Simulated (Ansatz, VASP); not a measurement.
Two plane-wave programs on Ga4SbP3

Contents of INCAR:

```
PREC     = Accurate       # precision mode
ENCUT    = 520            # plane-wave cutoff, eV
EDIFF    = 1E-6           # SCF threshold, eV
ISMEAR   = -1             # smearing method
SIGMA    = 0.02           # smearing width, eV
LREAL    = False          # projectors in reciprocal space
LASPH    = True           # aspherical terms in the spheres
NELM     = 80             # most SCF steps
ALGO     = Normal         # electronic algorithm
ISIF     = 2              # what is computed and relaxed
LWAVE    = False          # write WAVECAR
LCHARG   = True           # write CHGCAR
GGA      = PE             # functional
LELF     = True           # ELF
LVHAR    = True         
NBANDS   = 46             # bands
```

Contents of KPOINTS:

```
Automatic mesh
0
Gamma
  4 6 4
```

Contents of POSCAR:

```
Ga4SbP3
1.0
    6.5345686422      0.0000000000      0.0023294723
    0.0000000000      3.9601103022      0.0000000000
    0.0024688436      0.0000000000      6.8650873518
P Sb Ga
3 1 4
Direct
   -0.0020296834      0.0000000000      0.3259832966
    0.0026993326      0.5000000000      0.8394633695
    0.4979864781      0.5000000000      0.1690399944
    0.5046812920      0.0000000000      0.6648009250
    0.3636056926      0.0000000000      0.3129480846
    0.3626419684      0.5000000000      0.8560058729
    0.8670969352      0.5000000000      0.1660784471
    0.9033179845      0.0000000000      0.6656800097
```

Input for Ansatz:

```yaml
crystal:
  lattice:
    - [6.5345686422, 0.0, 0.0023294723]
    - [0.0, 3.9601103022, 0.0]
    - [0.0024688436, 0.0, 6.8650873518]
  atoms:
    - { symbol: P, position: [-0.0020296834, 0.0, 0.3259832966] }
    - { symbol: P, position: [0.0026993326, 0.5, 0.8394633695] }
    - { symbol: P, position: [0.4979864781, 0.5, 0.1690399944] }
    - { symbol: Sb, position: [0.504681292, 0.0, 0.664800925] }
    - { symbol: Ga, position: [0.3636056926, 0.0, 0.3129480846] }
    - { symbol: Ga, position: [0.3626419684, 0.5, 0.8560058729] }
    - { symbol: Ga, position: [0.8670969352, 0.5, 0.1660784471] }
    - { symbol: Ga, position: [0.9033179845, 0.0, 0.6656800097] }
kpoints:
  mp_grid: { grid: [4, 6, 4] }
  band_path:
    path:
      - [0.0, 0.0, 0.0]
      - [4.521432431395e-37, -0.5, -4.723235986415e-18]
      - [-1.947096281805e-20, -0.5, -0.5]
      - [-1.947096281805e-20, 8.836196058835e-21, -0.5]
      - [0.0, 0.0, 0.0]
      - [-0.5, 2.521904764878e-20, -0.5]
      - [-0.5, -0.5, -0.5]
      - [4.521432431395e-37, -0.5, -4.723235986415e-18]
      - [-0.5, -0.5, -3.223640597525e-18]
      - [-0.5, 1.638285158995e-20, 1.492348719897e-18]
      - [0.0, 0.0, 0.0]
    npoints: 10
hamiltonian:
  xc: pbe
scf:
  occupations: { method: fermi_dirac, width: 0.02 }
  n_extra_bands: 6
output:
  forces: true
  stress: true
  eigenvalues: true
```

Alike in both runs: task single point; functional PBE; k mesh 4 × 6 × 4; occupations fermi-dirac, width 0.02 eV; no spin polarisation.

|  | VASP | Ansatz |
| --- | --- | --- |
| version | VASP 6.6.1 | Ansatz 0.2.0 |
| potentials or method | VASP PAW PBE potentials, release 64 (P, Sb, Ga_d) | plane waves, PAW |
| plane-wave cutoff (eV) | 520 | 420 |
| valence electrons in the cell | 72 | 82 |

```tsv
	VASP	Ansatz	Ansatz less VASP
pressure (GPa)	2.3	2.3	-0.03
traceless stress, the component that is largest in VASP (GPa)	-0.06	-0.05	+0.002
rms of the force components (eV/Å)	0.029	0.027	-0.0027
```

Atom by atom the forces differ by 0.005 eV/Å (rms over components). VASP's potentials hold 72 valence electrons a cell and Ansatz's 82, so a difference there can come from the potentials and not from the codes.

Neither program's run includes spin-orbit coupling.
